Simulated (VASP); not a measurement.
A run of VASP 6.6.1 is set up as follows.

File INCAR:

```
SYSTEM = H4W8C9
PREC = Accurate ; ENCUT = 520
EDIFF = 1E-6 ; ISMEAR = -1
SIGMA = 0.15 ; LREAL = Auto
LASPH = .TRUE. ; NELM = 100
ALGO = Normal ; ISIF = 2
LWAVE = .FALSE. ; LCHARG = .FALSE.
GGA = PE ; IVDW = 12
NBANDS = 92
```

File KPOINTS:

```
regular mesh
0
G
  5 5 1
  0 0 0
```

Contents of POSCAR:

```
H4W8C9
1.0
    5.8072000000      0.0000000000      0.0000000000
   -2.9036000000      5.0291830000      0.0000000000
    0.0000000000      0.0000000000     15.2420000000
W C H
8 9 4
Direct
    0.0000000000      0.0000000000      0.0656081879
    0.0000375740      0.0000930569      0.2532832305
   -0.0000000497      0.4999999006      0.0656081879
   -0.0001595220      0.4998338696      0.2532399291
    0.5000000000      0.0000000000      0.0656081879
    0.5000849586      0.0001371992      0.2532584963
    0.4999999503      0.4999999006      0.0656081879
    0.4999972573      0.4999352778      0.2530692822
    0.3333053018      0.1666147364      0.1520191576
    0.3335616799      0.1670410482      0.3260335258
    0.3333123638      0.6666822424      0.1519990159
    0.3333062866      0.6665285395      0.3258132791
    0.8333428981      0.1666785639      0.1520499934
    0.8332673384      0.1666328308      0.3261753707
    0.8333767562      0.6666897983      0.1520070201
    0.8330973360      0.6664953333      0.3259099856
    0.5488878620      0.6567969390      0.5246372523
    0.7044069394      0.8257711044      0.4881600840
    0.3536361193      0.6183236919      0.5019488912
    0.5665684531      0.4804106353      0.5123624196
    0.5700064611      0.7024178679      0.5949427241
```

Potentials or basis: VASP PAW PBE potentials, release 64 (W_sv, C, H).

Launch:

```bash
$ cat potpaw_PBE.64/W_sv/POTCAR potpaw_PBE.64/C/POTCAR potpaw_PBE.64/H/POTCAR > POTCAR
$ mpirun -np 1 vasp_std > vasp.out
```

Q: What does it give for the largest force?

A: 0.098 eV/Å.

Q: What does it give for the band gap on the k mesh?

A: Zero (bands 76 and 77 overlap by 0.69 eV).

Q: Estimate the dispersion energy per atom.

A: -0.236 eV.

Forces in eV/Å, atoms in the order of the input:
```
W   -0.001  0.000 -0.051
W   -0.002  0.001 -0.036
W    0.000 -0.001 -0.055
W    0.000 -0.001 -0.037
W    0.001 -0.001 -0.053
W   -0.001 -0.001 -0.036
W   -0.001  0.001 -0.071
W   -0.003 -0.001 -0.037
C    0.000  0.001 -0.002
C    0.001 -0.001  0.098
C    0.001 -0.001 -0.003
C    0.002  0.001  0.095
C    0.000  0.000  0.001
C    0.003  0.002  0.098
C   -0.002 -0.001 -0.002
C    0.002  0.000  0.096
C    0.000  0.002  0.002
H    0.005  0.014 -0.009
H   -0.019 -0.002 -0.006
H    0.013 -0.015 -0.004
H    0.001  0.003  0.014
```

Caveat: there is no dipole correction, which matters where the two faces differ; spin-orbit coupling is left out, which moves the levels of the heavy elements.
